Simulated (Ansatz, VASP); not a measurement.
# One calculation of HfN, two programs

```
Hf N
1.0
     0.00000   -2.25080   -2.25080
     0.00000    2.25080   -2.25080
     4.50160    0.00000    0.00000
Hf N
2 2
Direct
  0.51485 0.48515 0.50000
  0.98515 0.01485 0.00000
  0.50712 0.49288 0.00000
  0.99288 0.00712 0.50000
```

Change from the starting cell: mode 4 frozen in at -0.064 Å and mode 11 at -0.067 Å (largest displacements).

Alike in both runs: task single point; functional PBEsol; k mesh 14 × 14 × 10; occupations gaussian, width 0.15 eV; no spin polarisation.

|  | VASP | Ansatz |
| --- | --- | --- |
| version | VASP 6.6.1 | Ansatz 0.2.0 |
| potentials or method | VASP PAW PBE potentials, release 64 (Hf_pv, N), cutoff 520 eV | scalar-relativistic, plane waves, PAW |
| valence electrons in the cell | 30 | 62 |

Ansatz gave:

* gap on the k mesh at the Fermi level (eV): none
* pressure (GPa): 1.6
* traceless stress, the component that is largest in VASP (GPa): 2.92
* rms of the force components (eV/Å): 0.685

What did VASP give for the same quantities?

gap on the k mesh at the Fermi level (eV): none; pressure (GPa): -0.5; traceless stress, the component that is largest in VASP (GPa): 2.92; rms of the force components (eV/Å): 0.680.

VASP's potentials were made for PBE, not for PBEsol, and Ansatz warns of the same on its side. Atom by atom the forces differ by 0.006 eV/Å (rms over components). A gap of «none» marks a metal or a gap that the smearing closes. VASP's potentials hold 30 valence electrons a cell and Ansatz's 62, so a difference there can come from the potentials and not from the codes.

Neither program's run includes spin-orbit coupling.
